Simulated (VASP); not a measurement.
# Sn: single point with PBE

Crystal: Sn.

```
Sn
1.0
     4.42593    0.00000    0.00000
    -3.27806    2.97375    0.00000
    -0.57394   -1.48687    4.12900
Sn
2
Direct
  0.00000 0.00000 0.00000
  0.75000 0.25000 0.50000
```

| Item | Value |
| --- | --- |
| Program | VASP 6.6.1 |
| Task | single point |
| Functional | PBE |
| Potentials or basis | VASP PAW PBE potentials, release 64 (Sn_d) |
| Cutoff | 520 eV |
| k mesh | 12 × 12 × 12 |
| Occupations | fermi-dirac, width 0.1 eV |
| Spin | no spin polarisation |
| Dipole correction | no |
| Further INCAR settings | ALGO = Normal; EDIFF = 1e-06; NBANDS = 21 |

- Pressure: 2.3 GPa
- Band gap on the k mesh: zero (band 14 reaches 9.30 eV, above the bottom of band 15 at 5.15 eV)

Stress tensor (GPa, compression positive):
```
 2.43 -0.17  0.00
-0.17  2.07  0.00
 0.00  0.00  2.50
```

Levels at points of the mesh, in eV from the Fermi level:
| k point | band 11 | band 12 | band 13 | band 14 | band 15 | band 16 | band 17 | band 18 |
| --- | --- | --- | --- | --- | --- | --- | --- | --- |
| (0.00, 0.00, 0.00) | -11.13 | -3.62 | -1.97 | -1.97 | 2.98 | 6.24 | 6.24 | 6.80 |
| (0.50, 0.00, 0.00) | -6.94 | -5.40 | -2.31 | -1.69 | -1.15 | 2.24 | 2.85 | 4.68 |
| (0.50, 0.50, 0.00) | -8.88 | -8.88 | 0.60 | 0.60 | 1.59 | 1.59 | 5.98 | 5.98 |
| (0.50, 0.50, 0.50) | -7.54 | -7.54 | -4.80 | -4.80 | 5.00 | 5.00 | 9.41 | 9.41 |

Wall time 3.5 min on 1 thread of AMD EPYC 7R13 (shared host), peak memory 0.27 GiB.

Caveat: spin-orbit coupling is left out, which moves the levels of the heavy elements.
